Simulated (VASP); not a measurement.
Write the native input for VASP 6.6.1 that does the following.

- Task: single point
- Functional: r2SCAN
- Potentials or basis: VASP PAW PBE potentials, release 64 (Pt)
- Cutoff: 520 eV
- k mesh: 11 × 11 × 11
- Occupations: fermi-dirac, width 0.1 eV
- Spin: no spin polarisation
- Dipole correction: no
- Further INCAR settings: ALGO = Normal; EDIFF = 1e-07; NBANDS = 17

Pt:

```xyz
2
Lattice="0.0000 2.8622 2.8622 2.8622 0.0000 2.8622 2.8622 2.8622 0.0000" Properties=species:S:1:pos:R:3 pbc="T T T"
Pt    0.7156    0.7156    0.7156
Pt    5.0089    5.0089    5.0089
```

These files were run (other wordings do the same):

POSCAR

```
Pt
1.0
    0.0000000000      2.8622292525      2.8622292525
    2.8622292525      0.0000000000      2.8622292525
    2.8622292525      2.8622292525      0.0000000000
Pt
2
Direct
    0.1250000000      0.1250000000      0.1250000000
    0.8750000000      0.8750000000      0.8750000000
```

INCAR.step1

```
SYSTEM = Pt
PREC = Accurate
ENCUT = 520
ISMEAR = -1
SIGMA = 0.1
LREAL = .False.
LASPH = .True.
NELM = 100
NBANDS = 17
GGA = PE
ALGO = Normal
EDIFF = 1E-4
LWAVE = .True.
LCHARG = .False.
```

INCAR.step2

```
SYSTEM = Pt
PREC = Accurate
ENCUT = 520
EDIFF = 1E-7
ISMEAR = -1
SIGMA = 0.1
LREAL = .False.
LASPH = .True.
NELM = 100
ALGO = Normal
ISIF = 2
LWAVE = .False.
LCHARG = .True.
METAGGA = R2SCAN
LMIXTAU = .True.
LELF = .True.
LVHAR = .True.
NBANDS = 17
ISTART = 1
```

KPOINTS

```
regular mesh
0
Gamma
  11 11 11
  0 0 0
```

Potentials or basis: VASP PAW PBE potentials, release 64 (Pt).

Run with:

```sh
$ cat potpaw_PBE.64/Pt/POTCAR > POTCAR
$ cp INCAR.step1 INCAR
$ mpirun -np 1 vasp_std > vasp.out
$ cp INCAR.step2 INCAR
$ mpirun -np 1 vasp_std > vasp.out
```

It gave:

```yaml
Pressure: 0.1 GPa
Band_gap_on_the_k_mesh: zero (band 10 reaches 5.40 eV, above the bottom of band 11 at 4.75 eV)
```

Caveat: the PAW data sets were made with another functional, which shifts forces and pressure a little; spin-orbit coupling is left out, which moves the levels of the heavy elements.

Wall time 83 s on 1 thread of Intel(R) Xeon(R) 6975P-C (Granite Rapids) (shared host), peak memory 0.19 GiB.
